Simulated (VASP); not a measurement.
# Mg2Sn (Fm-3m) in VASP: notebook

Runs on Mg2Sn. Level: PBEsol. Tasks: relaxation of cell and atoms.

All numbers are computed with VASP 6.6.1; they aren't measurements. Logs are shortened: lines on timing, memory, paths and dates and some standing lists are left out, and cuts for length are marked.

### Step 1. The cell of the first run

The structure is cubic, space group Fm-3m (No. 225). The conventional cell has a = 6.739 Å, b = 6.739 Å, c = 6.739 Å, α = 90.00°, β = 90.00°, γ = 90.00°. Within 3.8 Å of Mg (site symmetry -43m) lie 4 Sn at 2.92 Å and 6 Mg at 3.37 Å. Within 3.8 Å of Sn (site symmetry m-3m) lie 8 Mg at 2.92 Å.

### Step 2. Relaxation of cell and atoms, PBEsol

The input, INCAR:

```
SYSTEM = Mg2Sn
PREC = Accurate
ENCUT = 600
EDIFF = 1E-7
ISMEAR = -1
SIGMA = 0.1
LREAL = .FALSE.
LASPH = .TRUE.
NELM = 120
ALGO = Normal
ISIF = 3
LWAVE = .FALSE.
LCHARG = .FALSE.
GGA = PS
IBRION = 2
NSW = 100
EDIFFG = -0.002
GGA_COMPAT = .FALSE.
NELMIN = 4
```

The input, KPOINTS:

```
regular mesh
0
G
  12 12 12
  0 0 0
```

The input, POSCAR:

```
Mg2Sn
1.0
    0.0000000000      3.3695000000      3.3695000000
    3.3695000000      0.0000000000      3.3695000000
    3.3695000000      3.3695000000      0.0000000000
Mg Sn
2 1
Direct
    0.2500000000      0.2500000000      0.2500000000
    0.7500000000      0.7500000000      0.7500000000
    0.0000000000      0.0000000000      0.0000000000
```

Potentials or basis: VASP PAW PBE potentials, release 64 (Mg, Sn_d).

Command:

```bash
> cat potpaw_PBE.64/Mg/POTCAR potpaw_PBE.64/Sn_d/POTCAR > POTCAR
> mpirun -np 1 vasp_std > vasp.out
```

OUTCAR:

```text
SYSTEM = Mg2Sn
   PREC = Accurate
   ENCUT = 600
   EDIFF = 1E-7
   ISMEAR = -1
   LREAL = .FALSE.
   LASPH = .TRUE.
   NELM = 120
   ISIF = 3
   GGA = PS
   IBRION = 2
   NSW = 100
   EDIFFG = -0.002
   NELMIN = 4

 ion  position               nearest neighbor table
   1  0.250  0.250  0.250-   3 2.92   3 2.92   3 2.92   3 2.92   2 3.37   2 3.37   2 3.37   2 3.37
                             2 3.37   2 3.37
   2  0.750  0.750  0.750-   3 2.92   3 2.92   3 2.92   3 2.92   1 3.37   1 3.37   1 3.37   1 3.37
                             1 3.37   1 3.37
   3  0.000  0.000  0.000-   2 2.92   2 2.92   2 2.92   1 2.92   2 2.92   1 2.92   1 2.92   1 2.92

  LATTYP: Found a face centered cubic cell.
 ALAT       =     6.7390000000

  Lattice vectors:

 A1 = (   0.0000000000,   3.3695000000,   3.3695000000)
 A2 = (   3.3695000000,   0.0000000000,   3.3695000000)
 A3 = (   3.3695000000,   3.3695000000,   0.0000000000)

Analysis of symmetry for initial positions (statically):
=====================================================================
 Subroutine PRICEL returns:
 Original cell was already a primitive cell.

 Routine SETGRP: Setting up the symmetry group for a
 face centered cubic supercell.

 Subroutine GETGRP returns: Found 48 space group operations
 (whereof 48 operations were pure point group operations)
 out of a pool of 48 trial point group operations.

The static configuration has the point symmetry O_h .

Analysis of symmetry for dynamics (positions and initial velocities):
=====================================================================
 Subroutine PRICEL returns:
 Original cell was already a primitive cell.

 Routine SETGRP: Setting up the symmetry group for a
 face centered cubic supercell.

 Subroutine GETGRP returns: Found 48 space group operations
 (whereof 48 operations were pure point group operations)
 out of a pool of 48 trial point group operations.

The dynamic configuration has the point symmetry O_h .

 Subroutine INISYM returns: Found 48 space group operations
 (whereof 48 operations are pure point group operations),
 and found     1 'primitive' translations

----------------------------------------------------------------------------------------

                                     Primitive cell

  volume of cell :      76.5114

  direct lattice vectors                    reciprocal lattice vectors
     0.000000000  3.369500000  3.369500000    -0.148389969  0.148389969  0.148389969
     3.369500000  0.000000000  3.369500000     0.148389969 -0.148389969  0.148389969
     3.369500000  3.369500000  0.000000000     0.148389969  0.148389969 -0.148389969

  length of vectors
     4.765192598  4.765192598  4.765192598     0.257018965  0.257018965  0.257018965

  position of ions in fractional coordinates (direct lattice)
     0.250000000  0.250000000  0.250000000
     0.750000000  0.750000000  0.750000000
     0.000000000  0.000000000  0.000000000

  ion indices of the primitive-cell ions
   primitive index   ion index
                 1           1
                 2           2
                 3           3

----------------------------------------------------------------------------------------

 KPOINTS: regular mesh

Automatic generation of k-mesh.
 Grid dimensions read from file:
 generate k-points for:   12   12   12

 Generating k-lattice:

  Cartesian coordinates                     Fractional coordinates (reciprocal lattice)
    -0.012365831  0.012365831  0.012365831     0.083333333  0.000000000  0.000000000
     0.012365831 -0.012365831  0.012365831     0.000000000  0.083333333  0.000000000
     0.012365831  0.012365831 -0.012365831     0.000000000  0.000000000  0.083333333

  Length of vectors
[... 71 lines left out ...]
   EFERMI_NEDOS =   21; number of points for ismear=-14 and -15
   IALGO  =     38    algorithm
   IMIX   =      4    mixing-type and parameters
     AMIX     =   0.40;   BMIX     =  1.00
     AMIX_MAG =   1.60;   BMIX_MAG =  1.00
  volume/ion in A,a.u.               =      25.50       172.11
  Fermi-wavevector in a.u.,A,eV,Ry     =   1.010625  1.909805 13.896497  1.021364
  Thomas-Fermi vector in A             =   2.143626
   LORBIT       =      0    0 simple, 1 ext, 2 COOP (PROOUT), +10 PAW based schemes
   GGA     = PS    functional components
   LHFCALC =     F    Hartree Fock is set to
   AEXX    =    0.0000 exact exchange contribution
   IVDW    =     0    specifies the selected vdW correction
   LEPSILON=     F    determine dielectric tensor
   LRPA    =     F    only Hartree local field effects (RPA)
 conjugate gradient relaxation of ions
 non-spin polarized calculation
  energy-cutoff  :      600.00
  volume of cell :       76.51
 maximum number of plane-waves:      2637
 NGX is ok and might be reduce to    40
   NGX = 19   NGY = 19   NGZ = 19

--------------------------------------- Ionic step        1  -------------------------------------------

 number of electron      18.0000001 magnetization

 Free energy of the ion-electron system (eV)
  ---------------------------------------------------
  ext. energy  EPLUGINS =         0.00000000
  ---------------------------------------------------
  free energy    TOTEN  =        -8.33923405 eV

  energy without entropy =       -8.32861760  energy(sigma->0) =       -8.33392583

------------------------ aborting loop because EDIFF is reached ----------------------------------------

  FORCE on cell =-STRESS in cart. coord.  units (eV):
  Direction    XX          YY          ZZ          XY          YZ          ZX
  --------------------------------------------------------------------------------------
  -------------------------------------------------------------------------------------
  Total        0.0266957      0.0266957      0.0266957      0.0000000      0.0000000     -0.0000000
  in kB        0.5590172      0.5590172      0.5590172      0.0000000      0.0000000     -0.0000000
  external PRESSURE =       0.5590172 kB  Pullay stress =       0.0000000 kB

 VOLUME and BASIS-vectors are now :
 -----------------------------------------------------------------------------
  energy-cutoff  :      600.00
  volume of cell :       76.51
      direct lattice vectors                 reciprocal lattice vectors
     0.000000000  3.369500000  3.369500000    -0.148389969  0.148389969  0.148389969
     3.369500000  0.000000000  3.369500000     0.148389969 -0.148389969  0.148389969
     3.369500000  3.369500000  0.000000000     0.148389969  0.148389969 -0.148389969

 POSITION                                       TOTAL-FORCE (eV/Angst)
 -----------------------------------------------------------------------------------
      1.68475      1.68475      1.68475        -0.000000     -0.000000     -0.000000
      5.05425      5.05425      5.05425         0.000000      0.000000      0.000000
      0.00000      0.00000      0.00000         0.000000      0.000000      0.000000
 -----------------------------------------------------------------------------------
    total drift:                               -0.000000      0.000000     -0.000000

  FREE ENERGIE OF THE ION-ELECTRON SYSTEM (eV)
  ---------------------------------------------------
  free  energy   TOTEN  =        -8.3392340499 eV

  energy  without entropy=       -8.3286176024  energy(sigma->0) =       -8.33392583

--------------------------------------- Ionic step        2  -------------------------------------------

 number of electron      18.0000001 magnetization

 Free energy of the ion-electron system (eV)
  ---------------------------------------------------
  ext. energy  EPLUGINS =         0.00000000
  ---------------------------------------------------
  free energy    TOTEN  =        -8.33925299 eV

  energy without entropy =       -8.32861483  energy(sigma->0) =       -8.33393391

 E-fermi :   4.2154     XC(G=0):  -8.8931

 val. band max:        4.2133559524   @ k =   0.4167   0.4167   0.0000
 cond. band min:       4.2362078541   @ k =   0.0000   0.0000   0.0000
 fundamental gap:      0.0228519017
 Fermi energy:         4.2153525633

 k-point     1 :       0.0000    0.0000    0.0000
  band No.  band energies     occupation
      1     -16.6559      2.00000
      2     -16.6559      2.00000
      3     -16.6559      2.00000
      4     -16.6157      2.00000
      5     -16.6157      2.00000
      6      -4.9217      2.00000
      7       4.2362      0.89610
      8       4.2362      0.89610
      9       4.2362      0.89610
     10       5.6412      0.00000
     11       6.4181      0.00000
     12       6.4181      0.00000
     13       6.4181      0.00000
[... 354 lines left out ...]
  band No.  band energies     occupation
      1     -16.6547      2.00000
      2     -16.6528      2.00000
      3     -16.6517      2.00000
      4     -16.6154      2.00000
      5     -16.6148      2.00000
      6      -3.5224      2.00000
      7      -0.3543      2.00000
      8       1.9187      2.00000
      9       3.0953      1.99997
     10       5.4120      0.00001
     11       6.8832      0.00000
     12       7.2394      0.00000
     13       9.4555      0.00000

 [... further k-points ...]

------------------------ aborting loop because EDIFF is reached ----------------------------------------

  FORCE on cell =-STRESS in cart. coord.  units (eV):
  Direction    XX          YY          ZZ          XY          YZ          ZX
  --------------------------------------------------------------------------------------
  -------------------------------------------------------------------------------------
  Total        0.0018497      0.0018497      0.0018497     -0.0000000     -0.0000000      0.0000000
  in kB        0.0386838      0.0386838      0.0386838     -0.0000000     -0.0000000      0.0000000
  external PRESSURE =       0.0386838 kB  Pullay stress =       0.0000000 kB

 VOLUME and BASIS-vectors are now :
 -----------------------------------------------------------------------------
  energy-cutoff  :      600.00
  volume of cell :       76.61
      direct lattice vectors                 reciprocal lattice vectors
     0.000000000  3.370946493  3.370946493    -0.148326294  0.148326294  0.148326294
     3.370946493  0.000000000  3.370946493     0.148326294 -0.148326294  0.148326294
     3.370946493  3.370946493 -0.000000000     0.148326294  0.148326294 -0.148326294

 POSITION                                       TOTAL-FORCE (eV/Angst)
 -----------------------------------------------------------------------------------
      1.68547      1.68547      1.68547        -0.000000      0.000000     -0.000000
      5.05642      5.05642      5.05642         0.000000      0.000000      0.000000
      0.00000      0.00000      0.00000         0.000000     -0.000000      0.000000
 -----------------------------------------------------------------------------------
    total drift:                               -0.000000      0.000000     -0.000000

  FREE ENERGIE OF THE ION-ELECTRON SYSTEM (eV)
  ---------------------------------------------------
  free  energy   TOTEN  =        -8.3392529877 eV

  energy  without entropy=       -8.3286148306  energy(sigma->0) =       -8.33393391

 reached required accuracy - stopping structural energy minimisation
```

Wall time 3.3 min (1 thread of Intel Xeon 8259CL, shared host); peak memory 0.32 GiB.

Results:

```
Free energy                           : -8.3393 eV
Relaxed volume                        : 25.54 Å³/atom
Relaxed cell                          : a = 4.767 Å, b = 4.767 Å, c = 4.767 Å, α = 60.00°, β = 60.00°, γ = 60.00°
Space group after relaxing (to 0.1 Å) : Fm-3m (No. 225)
Energy gained by relaxing             : 0.0 meV/atom
Ionic steps                           : 2
Pressure after relaxing               : 0.0 GPa
Band gap on the k mesh                : zero (bands 9 and 10 overlap by 0.11 eV)
```

Final structure:
```cif
data_structure
_symmetry_space_group_name_H-M 'P 1'
_symmetry_Int_Tables_number 1
_cell_length_a 4.7672
_cell_length_b 4.7672
_cell_length_c 4.7672
_cell_angle_alpha 60.000
_cell_angle_beta 60.000
_cell_angle_gamma 60.000
_cell_volume 76.61
loop_
_atom_site_label
_atom_site_type_symbol
_atom_site_fract_x
_atom_site_fract_y
_atom_site_fract_z
_atom_site_occupancy
Mg1 Mg 0.25000 0.25000 0.25000 1
Mg2 Mg 0.75000 0.75000 0.75000 1
Sn1 Sn 0.00000 0.00000 0.00000 1
```

Caveat: the PAW data sets were made with another functional, which shifts forces and pressure a little; spin-orbit coupling is left out, which moves the levels of the heavy elements.

### Step 3. Relaxation of cell and atoms, PBEsol, target pressure 1 GPa, at which the enthalpy is minimised

This run uses another cell than the first one, of 25.61 Å³/atom.

Edit INCAR of step 2 so:

```diff
@@ -17,2 +17,3 @@
 EDIFFG = -0.002
+PSTRESS = 10.0
 GGA_COMPAT = .FALSE.
```

KPOINTS is that of step 2.

The input, POSCAR:

```
Mg2Sn
1.0
    0.0000000000      3.3739531254      3.3739531254
    3.3739531254      0.0000000000      3.3739531254
    3.3739531254      3.3739531254      0.0000000000
Mg Sn
2 1
Direct
    0.2500000000      0.2500000000      0.2500000000
    0.7500000000      0.7500000000      0.7500000000
    0.0000000000      0.0000000000      0.0000000000
```

Potentials or basis: VASP PAW PBE potentials, release 64 (Mg, Sn_d).

Command:

```bash
> cat potpaw_PBE.64/Mg/POTCAR potpaw_PBE.64/Sn_d/POTCAR > POTCAR
> mpirun -np 1 vasp_std > vasp.out
```

It took 5.1 min on 1 thread of Intel Xeon 8259CL, shared host; peak memory 0.32 GiB.

It converged, with:

- Free energy: -8.3343 eV
- Relaxed volume: 24.99 Å³/atom
- Relaxed cell: a = 4.733 Å, b = 4.733 Å, c = 4.733 Å, α = 60.00°, β = 60.00°, γ = 60.00°
- Space group after relaxing (to 0.1 Å): Fm-3m (No. 225)
- Energy change on relaxing (the run minimises the enthalpy): +1.6 meV/atom
- Ionic steps: 3
- Pressure after relaxing: 1.0 GPa
- Band gap on the k mesh: zero (bands 9 and 10 overlap by 0.07 eV)

The path:
```csv
step,energy change (eV),largest force (eV/Å),pressure (GPa),volume (Å³)
1,0.0000,0.0000,-0.12,76.82
2,0.0057,0.0000,1.08,74.85
3,0.0049,0.0000,1.00,74.97
```

Final structure:
```cif
data_structure
_symmetry_space_group_name_H-M 'P 1'
_symmetry_Int_Tables_number 1
_cell_length_a 4.7330
_cell_length_b 4.7330
_cell_length_c 4.7330
_cell_angle_alpha 60.000
_cell_angle_beta 60.000
_cell_angle_gamma 60.000
_cell_volume 74.97
loop_
_atom_site_label
_atom_site_type_symbol
_atom_site_fract_x
_atom_site_fract_y
_atom_site_fract_z
_atom_site_occupancy
Mg1 Mg 0.25000 0.25000 0.25000 1
Mg2 Mg 0.75000 0.75000 0.75000 1
Sn1 Sn 0.00000 0.00000 0.00000 1
```

Levels at points of the mesh, in eV from the Fermi level:
```tsv
k point	band 7	band 8	band 9	band 10	band 11	band 12
(0.00, 0.00, 0.00)	0.01	0.01	0.01	1.54	2.23	2.23
(0.50, 0.00, 0.00)	-4.90	-0.83	-0.83	0.80	2.26	2.26
(0.50, 0.50, 0.00)	-4.66	-2.14	-2.14	-0.06	0.10	7.35
```

Caveat: the cell is relaxed towards a set pressure, so the run minimises the enthalpy, not the energy; the PAW data sets were made with another functional, which shifts forces and pressure a little; spin-orbit coupling is left out, which moves the levels of the heavy elements.
